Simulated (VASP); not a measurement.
## CaB6: relaxation of cell and atoms with PBEsol

The system is CaB6.

```
CELL_PARAMETERS angstrom
4.12734 0.00000 0.00000
0.00000 4.12734 0.00000
0.00000 0.00000 4.12734
ATOMIC_POSITIONS crystal
Ca 0.50000 0.50000 0.50000
B 0.00000 0.00000 0.29838
B 0.00000 0.00000 0.70162
B 0.29838 0.00000 0.00000
B 0.70162 0.00000 0.00000
B 0.00000 0.29838 0.00000
B 0.00000 0.70162 0.00000
```

| Quantity | Value |
| --- | --- |
| Program | VASP 6.6.1 |
| Task | relaxation of cell and atoms |
| Functional | PBEsol |
| Potentials or basis | VASP PAW PBE potentials, release 64 (Ca_sv, B) |
| Cutoff | 600 eV |
| k mesh | 10 × 10 × 10 |
| Occupations | gaussian, width 0.1 eV |
| Spin | no spin polarisation |
| Dipole correction | no |
| Further INCAR settings | ALGO = Normal; EDIFF = 1e-07; IBRION = 2; EDIFFG = -0.001; NSW = 80; ISIF = 3 |

The relaxed volume is 10.06 Å³/atom, the relaxed cell is a = 4.130 Å, b = 4.130 Å, c = 4.130 Å, α = 90.00°, β = 90.00°, γ = 90.00° and the space group after relaxing (to 0.1 Å) is Pm-3m (No. 221). The energy gained by relaxing is 0.0 meV/atom. The ionic steps are 5 and the pressure after relaxing is 0.0 GPa. The band gap on the k mesh is 0.05 eV.

Step by step:
```
step  energy change (eV)  largest force (eV/Å)  pressure (GPa)  volume (Å³)
   1              0.0000                0.0332            0.30        70.31
   2              0.0002                0.0863           -0.24        70.50
   3             -0.0001                0.0117            0.10        70.38
   4             -0.0001                0.0057           -0.04        70.45
   5             -0.0001                0.0001            0.00        70.43
```

Final structure:
```
Ca B
1.0
     4.12971    0.00000    0.00000
     0.00000    4.12971    0.00000
     0.00000    0.00000    4.12971
Ca B
1 6
Cartesian
  2.0649 2.0649 2.0649
  0.0000 0.0000 1.2326
  0.0000 0.0000 2.8971
  1.2326 0.0000 0.0000
  2.8971 0.0000 0.0000
  0.0000 1.2326 0.0000
  4.1297 2.8971 0.0000
```

Levels at points of the mesh, in eV from the valence-band top:
```
           k point  band 12  band 13  band 14  band 15  band 16  band 17
(0.00, 0.00, 0.00)    -0.31    -0.31    -0.31     2.83     2.83     2.83
(0.50, 0.00, 0.00)    -2.40    -1.76    -0.17     0.09     3.23     3.23
(0.50, 0.50, 0.00)    -2.73    -1.46    -1.46     3.04     3.04     4.09
(0.50, 0.50, 0.50)    -1.06    -1.06    -1.06     4.19     4.83     4.83
```

Run time: 4.6 min on 1 thread of AMD EPYC 7R43 64-Core Processor (Zen 3), on a shared host, peak memory 0.21 GiB.

Caveat: the PAW data sets were made with another functional, which shifts forces and pressure a little. A k mesh can miss the band edges.
